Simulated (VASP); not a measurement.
Write the native input for VASP 6.6.1 that does the following.

```yaml
Task: single point
Functional: PBEsol
Potentials_or_basis: VASP PAW PBE potentials, release 64 (Si, C)
Cutoff: 520 eV
k_mesh: 15 × 15 × 8
Occupations: fermi-dirac, width 0.08 eV
Spin: no spin polarisation
Dipole_correction: no
Further_INCAR_settings: ALGO = Normal; EDIFF = 1e-06; NBANDS = 16
```

The structure of SiC lies in POSCAR:

```
SiC
1.0
    3.0657105101      0.0000000000      0.0000000000
   -1.5328552551      2.6549831825      0.0000000000
    0.0000000000      0.0000000000      5.0311169308
Si C
2 2
Direct
    0.3333333333      0.6666666667      0.0000000000
    0.6666666667      0.3333333333      0.5000000000
    0.3333333333      0.6666666667      0.3850000000
    0.6666666667      0.3333333333      0.8850000000
```

This cell differs from its parent crystal: volume scaled by 0.99.

The input as run:

INCAR

```
ALGO = Normal
EDIFF = 1E-6
ENCUT = 520
GGA = PS
ISIF = 2
ISMEAR = -1
LASPH = True
LCHARG = False
LREAL = False
LWAVE = False
NBANDS = 16
NELM = 100
PREC = Accurate
SIGMA = 0.08
```

KPOINTS

```
k-points
0
Gamma
  15 15 8
```

Potentials or basis: VASP PAW PBE potentials, release 64 (Si, C).

Command:

```console
$ cat potpaw_PBE.64/Si/POTCAR potpaw_PBE.64/C/POTCAR > POTCAR
$ mpirun -np 1 vasp_std > vasp.out
```

It gave:

```json
{
  "Pressure": "2.9 GPa",
  "Largest force": "0.767 eV/Å",
  "Band gap on the k mesh": "2.14 eV, indirect (least direct gap 3.99 eV)"
}
```

Caveat: the PAW data sets were made with another functional, which shifts forces and pressure a little.

Run time: 22 s on 1 thread of Intel(R) Xeon(R) 6975P-C (Granite Rapids), with other jobs on the host, peak memory 0.2 GiB.
